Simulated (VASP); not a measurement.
Wanted: the native input for a VASP 6.6.1 run.

```
Task                   : single point
Functional             : PBE
Potentials or basis    : VASP PAW PBE potentials, release 64 (Hf_pv, O)
Cutoff                 : 520 eV
k mesh                 : 13 × 13 × 7
Occupations            : fermi-dirac, width 0.08 eV
Spin                   : no spin polarisation
Dipole correction      : no
Further INCAR settings : ALGO = Normal; EDIFF = 1e-06; NBANDS = 18
```

The structure of HfO2 (CdI2 type) lies in POSCAR:

```
HfO2
1.0
    3.2495510364      0.0000000000      0.0000000000
   -1.6247755182      2.8141937484      0.0000000000
    0.0000000000      0.0000000000      5.2538508181
Hf O
1 2
Direct
    0.0000000000      0.0000000000      0.0000000000
    0.3333333333      0.6666666667      0.1847282112
    0.6666666667      0.3333333333      0.8152717888
```

The input as run:

INCAR

```
PREC = Accurate ; ENCUT = 520
EDIFF = 1E-6 ; ISMEAR = -1
SIGMA = 0.08 ; LREAL = False
LASPH = True ; NELM = 80
ALGO = Normal ; ISIF = 2
LWAVE = False ; LCHARG = True
GGA = PE ; LELF = True
LVHAR = True ; NBANDS = 18
```

KPOINTS

```
regular mesh
0
Gamma
  13 13 7
```

Potentials or basis: VASP PAW PBE potentials, release 64 (Hf_pv, O).

Launch:

```bash
$ cat potpaw_PBE.64/Hf_pv/POTCAR potpaw_PBE.64/O/POTCAR > POTCAR
$ mpirun -np 1 vasp_std > vasp.out
```

It gave:

- Pressure: -1.8 GPa
- Largest force: 0.198 eV/Å
- Band gap on the k mesh: 4.72 eV (least direct gap 4.99 eV)

Caveat: spin-orbit coupling is left out, which moves the levels of the heavy elements; an odd mesh through Γ misses points on the zone boundary, where band edges can lie.

It took 96 s on 1 thread of Intel Xeon 8259CL, with other jobs on the host, peak memory 0.24 GiB.
